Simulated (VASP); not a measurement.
# SiNi2 (Pnma) in VASP: single point with LDA

Aim: the single point of SiNi2 with LDA.

Program: VASP 6.6.1. These are calculated values, not measurements. Logs are shortened: lines on timing, memory, paths and dates and some standing lists are left out, and cuts for length are marked.

### 1 The cell of the first run

The structure is orthorhombic, space group Pnma (No. 62). The conventional cell has a = 4.873 Å, b = 3.664 Å, c = 6.939 Å, α = 90.00°, β = 90.00°, γ = 90.00°. Within 3.3 Å of Si (site symmetry m) lie 11 Ni at 2.27 to 3.25 Å and 4 Si at 3.09 to 3.15 Å. Ni (site symmetry m) has 5 Si at 2.30 to 2.53 Å and 8 Ni at 2.51 to 2.65 Å within 3.0 Å. Ni (site symmetry m) has 5 Si at 2.27 to 2.64 Å and 8 Ni at 2.52 to 2.65 Å within 3.0 Å.

### 2 Single point, LDA

Contents of INCAR:

```
SYSTEM = SiNi2
  ALGO = Fast
  EDIFF = 1E-7
  ENCUT = 520
  ISIF = 2
  ISMEAR = 0
  LASPH = .True.
  LCHARG = .True.
  LELF = .True.
  LREAL = .False.
  LVHAR = .True.
  LWAVE = .False.
  NBANDS = 60
  NELM = 100
  PREC = Accurate
  SIGMA = 0.1
```

Contents of KPOINTS:

```
k-points
0
Gamma
  10 12 6
  0 0 0
```

Contents of POSCAR:

```
SiNi2
1.0
    4.8726449453      0.0000000000      0.0000000000
    0.0000000000      3.6641855968      0.0000000000
    0.0000000000      0.0000000000      6.9392628453
Si Ni
4 8
Direct
    0.2915263688      0.7500000000      0.6132153530
    0.7084736312      0.2500000000      0.3867846470
    0.2084736312      0.2500000000      0.1132153530
    0.7915263688      0.7500000000      0.8867846470
    0.9579695392      0.7500000000      0.2074080481
    0.0420304608      0.2500000000      0.7925919519
    0.5420304608      0.2500000000      0.7074080481
    0.4579695392      0.7500000000      0.2925919519
    0.8286734970      0.7500000000      0.5603468863
    0.1713265030      0.2500000000      0.4396531137
    0.6713265030      0.2500000000      0.0603468863
    0.3286734970      0.7500000000      0.9396531137
```

Potentials or basis: VASP PAW LDA potentials, release 64 (Si, Ni).

On the command line:

```console
cat potpaw_LDA.64/Si/POTCAR potpaw_LDA.64/Ni/POTCAR > POTCAR
mpirun -np 1 vasp_std > vasp.out
```

OUTCAR:

```text
SYSTEM = SiNi2
   EDIFF = 1E-7
   ENCUT = 520
   ISIF = 2
   ISMEAR = 0
   LASPH = .True.
   LREAL = .False.
   NELM = 100
   PREC = Accurate

 ion  position               nearest neighbor table
   1  0.292  0.750  0.613-  10 2.27  10 2.27  12 2.27   9 2.28   7 2.30   7 2.30   8 2.37   6 2.53
                             6 2.53   9 2.64   4 3.09   4 3.09
   2  0.708  0.250  0.387-   9 2.27   9 2.27  11 2.27  10 2.28   8 2.30   8 2.30   7 2.37   5 2.53
                             5 2.53  10 2.64   3 3.09   3 3.09
   3  0.208  0.250  0.113-  12 2.27  12 2.27  10 2.27  11 2.28   5 2.30   5 2.30   6 2.37   8 2.53
                             8 2.53  11 2.64   2 3.09   2 3.09
   4  0.792  0.750  0.887-  11 2.27  11 2.27   9 2.27  12 2.28   6 2.30   6 2.30   5 2.37   7 2.53
                             7 2.53  12 2.64   1 3.09   1 3.09
   5  0.958  0.750  0.207-   3 2.30   3 2.30   4 2.37   8 2.51   8 2.51  11 2.52  11 2.52   2 2.53
                             2 2.53   9 2.53  12 2.59  10 2.65  10 2.65
   6  0.042  0.250  0.793-   4 2.30   4 2.30   3 2.37   7 2.51   7 2.51  12 2.52  12 2.52   1 2.53
                             1 2.53  10 2.53  11 2.59   9 2.65   9 2.65
   7  0.542  0.250  0.707-   1 2.30   1 2.30   2 2.37   6 2.51   6 2.51   9 2.52   9 2.52   4 2.53
                             4 2.53  11 2.53  10 2.59  12 2.65  12 2.65
   8  0.458  0.750  0.293-   2 2.30   2 2.30   1 2.37   5 2.51   5 2.51  10 2.52  10 2.52   3 2.53
                             3 2.53  12 2.53   9 2.59  11 2.65  11 2.65
   9  0.829  0.750  0.560-   2 2.27   2 2.27   4 2.27   1 2.28   7 2.52   7 2.52   5 2.53   8 2.59
                            10 2.62  10 2.62   1 2.64   6 2.65   6 2.65
  10  0.171  0.250  0.440-   1 2.27   1 2.27   3 2.27   2 2.28   8 2.52   8 2.52   6 2.53   7 2.59
                             9 2.62   9 2.62   2 2.64   5 2.65   5 2.65
  11  0.671  0.250  0.060-   4 2.27   4 2.27   2 2.27   3 2.28   5 2.52   5 2.52   7 2.53   6 2.59
                            12 2.62  12 2.62   3 2.64   8 2.65   8 2.65
  12  0.329  0.750  0.940-   3 2.27   3 2.27   1 2.27   4 2.28   6 2.52   6 2.52   8 2.53   5 2.59
                            11 2.62  11 2.62   4 2.64   7 2.65   7 2.65

  LATTYP: Found a simple orthorhombic cell.
 ALAT       =     3.6641855968
 B/A-ratio  =     1.3298029853
 C/A-ratio  =     1.8938076858

  Lattice vectors:

 A1 = (   0.0000000000,  -3.6641855968,   0.0000000000)
 A2 = (   4.8726449453,   0.0000000000,   0.0000000000)
 A3 = (   0.0000000000,   0.0000000000,   6.9392628453)

Analysis of symmetry for initial positions (statically):
=====================================================================
 Subroutine PRICEL returns:
 Original cell was already a primitive cell.

 Routine SETGRP: Setting up the symmetry group for a
 simple orthorhombic supercell.

 Subroutine GETGRP returns: Found  8 space group operations
 (whereof  2 operations were pure point group operations)
 out of a pool of  8 trial point group operations.

The static configuration has the point symmetry S_2 .
 The point group associated with its full space group is D_2h.

Analysis of symmetry for dynamics (positions and initial velocities):
=====================================================================
 Subroutine PRICEL returns:
 Original cell was already a primitive cell.

 Routine SETGRP: Setting up the symmetry group for a
 simple orthorhombic supercell.

 Subroutine GETGRP returns: Found  8 space group operations
 (whereof  2 operations were pure point group operations)
 out of a pool of  8 trial point group operations.

The dynamic configuration has the point symmetry S_2 .
 The point group associated with its full space group is D_2h.

 Subroutine INISYM returns: Found  8 space group operations
 (whereof  2 operations are pure point group operations),
 and found     1 'primitive' translations

----------------------------------------------------------------------------------------

                                     Primitive cell

  volume of cell :     123.8955

  direct lattice vectors                    reciprocal lattice vectors
     4.872644945  0.000000000  0.000000000     0.205227348  0.000000000  0.000000000
     0.000000000  3.664185597  0.000000000     0.000000000  0.272911940  0.000000000
     0.000000000  0.000000000  6.939262845     0.000000000  0.000000000  0.144107526

  length of vectors
     4.872644945  3.664185597  6.939262845     0.205227348  0.272911940  0.144107526

  position of ions in fractional coordinates (direct lattice)
     0.291526369  0.750000000  0.613215353
     0.708473631  0.250000000  0.386784647
[... 43 lines left out ...]

  Shift w.r.t. Gamma in fractional coordinates (k-lattice)
     0.000000000  0.000000000  0.000000000

 Subroutine IBZKPT returns following result:
 ===========================================

 Found    168 irreducible k-points:

 Following reciprocal coordinates:
            Coordinates               Weight
  0.000000  0.000000  0.000000      1.000000
  0.100000  0.000000  0.000000      2.000000
  0.200000  0.000000  0.000000      2.000000
  0.300000  0.000000  0.000000      2.000000
  0.400000  0.000000  0.000000      2.000000
  0.500000  0.000000  0.000000      1.000000
[... 16 lines left out ...]
  0.400000  0.250000  0.000000      4.000000
  0.500000  0.250000  0.000000      2.000000
 [... further k-points ...]
   k-points           NKPTS =    168   k-points in BZ     NKDIM =    168   number of bands    NBANDS=     60
   number of dos      NEDOS =    301   number of ions     NIONS =     12
   total plane-waves  NPLWV =  54432
   dimension x,y,z NGX =    36 NGY =   28 NGZ =   54
   dimension x,y,z NGXF=    72 NGYF=   56 NGZF=  108
   ions per type =               4   8
   NGX,Y,Z   is equivalent  to a cutoff of  12.28, 12.70, 12.94 a.u.
   NGXF,Y,Z  is equivalent  to a cutoff of  24.57, 25.41, 25.87 a.u.
 SYSTEM =  SiNi2
   PREC   = accura    normal or accurate (medium, high low for compatibility)
   ISTART =      0    job   : 0-new  1-cont  2-samecut
   ICHARG =      2    charge: 1-file 2-atom 10-const
   ISPIN  =      1    spin polarized calculation?
   LNONCOLLINEAR =      F non collinear calculations
   LSORBIT =      F    spin-orbit coupling
   LASPH  =      T    aspherical Exc in radial PAW
   ENCUT  =  520.0 eV  38.22 Ry    6.18 a.u.   9.06  6.81 12.90*2*pi/ulx,y,z
   NELM   =    100;   NELMIN=  2; NELMDL= -5     # of ELM steps
   EDIFF  = 0.1E-06   stopping-criterion for ELM
   LREAL  =      F    real-space projection
   EDIFFG = 0.1E-05   stopping-criterion for IOM
   NSW    =      0    number of steps for IOM
   IBRION =     -1    ionic relax: 0-MD 1-quasi-New 2-CG
   NFREE  =      0    steps in history (QN), initial steepest desc. (CG)
   ISIF   =      2    stress and relaxation
   ISYM   =      2    0-nonsym 1-usesym 2-fastsym
   POTIM  = 0.5000    time-step for ionic-motion
   TEBEG  =    0.0;   TEEND  =   0.0 temperature during run
   PSTRESS=    0.0 pullay stress
   NELECT =      96.0000    total number of electrons
   NUPDOWN=      -1.0000    fix difference up-down
   EMIN   =  10.00;   EMAX   =-10.00  energy-range for DOS
   EFERMI =   0.00;   METHOD = LEGACY
   ISMEAR =     0;   SIGMA  =   0.10  broadening in eV -4-tet -1-fermi 0-gaus
   EFERMI_NEDOS =   21; number of points for ismear=-14 and -15
   IALGO  =     68    algorithm
   IMIX   =      4    mixing-type and parameters
     AMIX     =   0.40;   BMIX     =  1.00
     AMIX_MAG =   1.60;   BMIX_MAG =  1.00
  volume/ion in A,a.u.               =      10.32        69.67
  Fermi-wavevector in a.u.,A,eV,Ry     =   1.503650  2.841486 30.762268  2.260963
  Thomas-Fermi vector in A             =   2.614732
   LORBIT       =      0    0 simple, 1 ext, 2 COOP (PROOUT), +10 PAW based schemes
   GGA     = CA    functional components
   LHFCALC =     F    Hartree Fock is set to
   AEXX    =    0.0000 exact exchange contribution
   IVDW    =     0    specifies the selected vdW correction
   LEPSILON=     F    determine dielectric tensor
   LRPA    =     F    only Hartree local field effects (RPA)
 non-spin polarized calculation
 RMM-DIIS sequential band-by-band and
 Gauss-broadening in eV      SIGMA  =   0.10
  energy-cutoff  :      520.00
  volume of cell :      123.90
 maximum number of plane-waves:      3364
   NGX = 19   NGY = 13   NGZ = 25

 number of electron      95.9999935 magnetization

 Free energy of the ion-electron system (eV)
  ---------------------------------------------------
  ext. energy  EPLUGINS =         0.00000000
  ---------------------------------------------------
  free energy    TOTEN  =       -84.32998345 eV

  energy without entropy =      -84.30079352  energy(sigma->0) =      -84.31538848

 E-fermi :  11.8326     XC(G=0): -13.4829

 val. band max:       11.8306510253   @ k =   0.2000   0.4167   0.1667
 cond. band min:      11.8350927055   @ k =   0.0000   0.5000   0.3333
 fundamental gap:      0.0044416802
 Fermi energy:        11.8326350674

 k-point     1 :       0.0000    0.0000    0.0000
  band No.  band energies     occupation
      1      -1.2403      2.00000
      2       1.4228      2.00000
      3       1.5216      2.00000
      4       3.4963      2.00000
      5       4.9342      2.00000
      6       5.3653      2.00000
[... 1501 lines left out ...]
     59      17.1671      0.00000
     60      17.1671      0.00000

 [... further k-points ...]

------------------------ aborting loop because EDIFF is reached ----------------------------------------

  FORCE on cell =-STRESS in cart. coord.  units (eV):
  Direction    XX          YY          ZZ          XY          YZ          ZX
  --------------------------------------------------------------------------------------
  -------------------------------------------------------------------------------------
  Total        0.2561096      0.3774523      0.2763234      0.0000000      0.0000000      0.0000000
  in kB        3.3119274      4.8810936      3.5733269      0.0000000      0.0000000      0.0000000
  external PRESSURE =       3.9221160 kB  Pullay stress =       0.0000000 kB

 VOLUME and BASIS-vectors are now :
 -----------------------------------------------------------------------------
  energy-cutoff  :      520.00
  volume of cell :      123.90
      direct lattice vectors                 reciprocal lattice vectors
     4.872644945  0.000000000  0.000000000     0.205227348  0.000000000  0.000000000
     0.000000000  3.664185597  0.000000000     0.000000000  0.272911940  0.000000000
     0.000000000  0.000000000  6.939262845     0.000000000  0.000000000  0.144107526

 POSITION                                       TOTAL-FORCE (eV/Angst)
 -----------------------------------------------------------------------------------
      1.42050      2.74814      4.25526        -0.007816     -0.000000      0.002219
      3.45214      0.91605      2.68400         0.007816     -0.000000     -0.002219
      1.01582      0.91605      0.78563         0.007816     -0.000000      0.002219
      3.85683      2.74814      6.15363        -0.007816      0.000000     -0.002219
      4.66785      2.74814      1.43926        -0.015201     -0.000000      0.016893
      0.20480      0.91605      5.50000         0.015201      0.000000     -0.016893
      2.64112      0.91605      4.90889         0.015201     -0.000000      0.016893
      2.23152      2.74814      2.03037        -0.015201     -0.000000     -0.016893
      4.03783      2.74814      3.88839        -0.004571      0.000000     -0.001840
      0.83481      0.91605      3.05087         0.004571     -0.000000      0.001840
      3.27114      0.91605      0.41876         0.004571     -0.000000     -0.001840
      1.60151      2.74814      6.52050        -0.004571     -0.000000      0.001840
 -----------------------------------------------------------------------------------
    total drift:                                0.000000      0.000000      0.000000

  FREE ENERGIE OF THE ION-ELECTRON SYSTEM (eV)
  ---------------------------------------------------
  free  energy   TOTEN  =       -84.3299834518 eV

  energy  without entropy=      -84.3007935152  energy(sigma->0) =      -84.31538848
```

It took 33 min on 1 thread of Oxide Virtual Turin-like, shared host; peak memory 0.8 GiB.

What came out:

```yaml
Free_energy: -84.3300 eV
Pressure: 0.4 GPa
Largest_force: 0.023 eV/Å
Band_gap_on_the_k_mesh: zero (bands 48 and 49 overlap by 2.06 eV)
```

Forces on the atoms (eV/Å):
```
Si  -0.008  0.000  0.002
Si   0.008  0.000 -0.002
Si   0.008  0.000  0.002
Si  -0.008  0.000 -0.002
Ni  -0.015  0.000  0.017
Ni   0.015  0.000 -0.017
Ni   0.015  0.000  0.017
Ni  -0.015  0.000 -0.017
Ni  -0.005  0.000 -0.002
Ni   0.005  0.000  0.002
Ni   0.005  0.000 -0.002
Ni  -0.005  0.000  0.002
```

Levels at points of the mesh, in eV from the Fermi level:
```tsv
k point	band 46	band 47	band 48	band 49	band 50	band 51
(0.00, 0.00, 0.00)	-1.02	-0.64	-0.15	0.80	1.00	1.83
(0.50, 0.00, 0.00)	-1.03	1.28	1.28	2.15	2.15	2.92
(0.00, 0.50, 0.00)	-1.01	-1.01	-1.01	0.81	0.81	1.41
(0.50, 0.50, 0.00)	-0.81	-0.81	-0.81	0.02	0.02	0.02
(0.00, 0.00, 0.50)	-1.11	-0.38	-0.38	0.22	0.22	1.46
(0.50, 0.00, 0.50)	-0.57	0.29	0.29	1.95	1.95	1.97
(0.00, 0.50, 0.50)	-0.96	-0.45	-0.45	-0.37	-0.37	1.36
(0.50, 0.50, 0.50)	-0.76	-0.76	-0.76	0.52	0.52	0.52
```

Spin polarisation is off, so any magnetic state and its effect on volume and gap are missing.
